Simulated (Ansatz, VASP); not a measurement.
## MoS2 in VASP and in Ansatz

The input INCAR:

```
PREC = Accurate
ENCUT = 520
EDIFF = 1E-6
ISMEAR = 0
SIGMA = 0.05
LREAL = False
LASPH = True
NELM = 80
ALGO = Normal
ISIF = 2
LWAVE = False
LCHARG = False
LDIPOL = True
IDIPOL = 3
DIPOL = 0.5 0.5 0.500
GGA = PE
IVDW = 12
NBANDS = 35
```

The input KPOINTS:

```
Automatic mesh
0
Gamma
  27 27 1
```

POSCAR

```
MoS2
1.0
    3.1710014900      0.0000000000      0.0000000000
   -1.5855007500      2.7461678500      0.0000000000
    0.0000000000      0.0000000000     27.1725001791
S Mo
4 2
Direct
    0.0000000000      0.0000000000      0.3317316468
    0.3333333336      0.6666666662      0.4485834137
    0.6666666674      0.3333333336      0.5514165767
    0.0000000000      0.0000000000      0.6682683608
    0.6666666674      0.3333333336      0.3901687535
    0.3333333336      0.6666666662      0.6098312486
```

Input for Ansatz:

```yaml
crystal:
  lattice:
    - [3.17100149, 0.0, 0.0]
    - [-1.58550075, 2.74616785, 0.0]
    - [0.0, 0.0, 27.1725001791]
  atoms:
    - { symbol: S, position: [0.0, 0.0, 0.3317316468] }
    - { symbol: Mo, position: [0.6666666674, 0.3333333336, 0.3901687535] }
    - { symbol: S, position: [0.3333333336, 0.6666666662, 0.4485834137] }
    - { symbol: S, position: [0.6666666674, 0.3333333336, 0.5514165767] }
    - { symbol: Mo, position: [0.3333333336, 0.6666666662, 0.6098312486] }
    - { symbol: S, position: [0.0, 0.0, 0.6682683608] }
basis:
  ecutwfc: 420.0
  fft_grid_basis: typed
kpoints:
  mp_grid: { grid: [27, 27, 1] }
hamiltonian:
  xc: pbe
  dispersion: d3bj
  pseudopotentials: { kind: paw }
scf:
  occupations: { method: gaussian, width: 0.05 }
output:
  forces: true
  eigenvalues: true
  band_densities:
    - { e_range: [-2.0, -1.0] }
    - { e_range: [-1.0, -0.5] }
    - { e_range: [-0.5, -0.25] }
    - { e_range: [-0.25, 0.0] }
    - { e_range: [0.0, 0.25] }
    - { e_range: [0.25, 0.5] }
    - { e_range: [0.5, 1.0] }
    - { e_range: [1.0, 1.5] }
  band_residual_tolerance: 1.0e-05
  write_potential: true
  elf: true
  write_density: true
  volumetric_format: npy
efield:
  axis: 3
  dipole_correction: true
  ramp_width: 0.04
checkpoint:
  read: start.run
  write: ck
  compress: false
  write_wavefunctions: false
  write_every: 100000
```

Alike in both runs: task single point; functional PBE; dispersion D3(BJ); k mesh 27 × 27 × 1; occupations gaussian, width 0.05 eV; no spin polarisation.

|  | VASP | Ansatz |
| --- | --- | --- |
| version | VASP 6.6.1 | Ansatz 0.2.0 |
| potentials or method | VASP PAW PBE potentials, release 64 (S, Mo_sv), cutoff 520 eV | scalar-relativistic, plane waves, PAW |
| valence electrons in the cell | 52 | 52 |

|  | VASP | Ansatz | Ansatz less VASP |
| --- | --- | --- | --- |
| gap on the k mesh at the Fermi level (eV) | none | none | - |
| rms of the force components (eV/Å) | 0.008 | 0.012 | +0.0033 |

A gap of «none» marks a metal or a gap that the smearing closes. Ansatz's warnings: xc potential rough in thin density.
